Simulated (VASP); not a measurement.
Set up this calculation in VASP 6.6.1, as the native input.

| Item | Value |
| --- | --- |
| Task | single point |
| Functional | LDA |
| Potentials or basis | VASP PAW LDA potentials, release 64 (Ti_sv) |
| Cutoff | 520 eV |
| k mesh | 20 × 20 × 20 |
| Occupations | gaussian, width 0.15 eV |
| Spin | no spin polarisation |
| Dipole correction | no |
| Further INCAR settings | ALGO = Fast; EDIFF = 1e-06; NBANDS = 12 |

The structure of Ti lies in POSCAR:

```
Ti
1.0
   -1.6902300000      1.6902300000      1.6163850000
    1.6902300000     -1.6902300000      1.6163850000
    1.6902300000      1.6902300000     -1.6163850000
Ti
1
Direct
    0.0000000000      0.0000000000      0.0000000000
```

This cell differs from its parent crystal: strain +0.030 along x and y, -0.015 along z.

One way to write it, as run:

INCAR

```
PREC     = Accurate       # precision mode
ENCUT    = 520            # plane-wave cutoff, eV
EDIFF    = 1E-6           # SCF threshold, eV
ISMEAR   = 0              # smearing method
SIGMA    = 0.15           # smearing width, eV
LREAL    = F              # projectors in reciprocal space
LASPH    = T              # aspherical terms in the spheres
NELM     = 100            # most SCF steps
ALGO     = Fast           # electronic algorithm
ISIF     = 2              # what is computed and relaxed
LWAVE    = F              # write WAVECAR
LCHARG   = T              # write CHGCAR
LELF     = T              # ELF
LVHAR    = T            
NBANDS   = 12             # bands
```

KPOINTS

```
regular mesh
0
Gamma
  20 20 20
```

Potentials or basis: VASP PAW LDA potentials, release 64 (Ti_sv).

Command:

```sh
$ cat potpaw_LDA.64/Ti_sv/POTCAR > POTCAR
$ mpirun -np 1 vasp_std > vasp.out
```

Results of the run:

- Pressure: -14.1 GPa
- Band gap on the k mesh: zero (band 6 reaches 8.12 eV, above the bottom of band 7 at 6.63 eV)

Caveat: the cell differs from its parent crystal (strain +0.030 along x and y, -0.015 along z).

It took 2.4 min on 1 thread of Intel(R) Xeon(R) Platinum 8259CL CPU @ 2.50GHz (Skylake/Cascade Lake), on a shared host, peak memory 0.24 GiB.
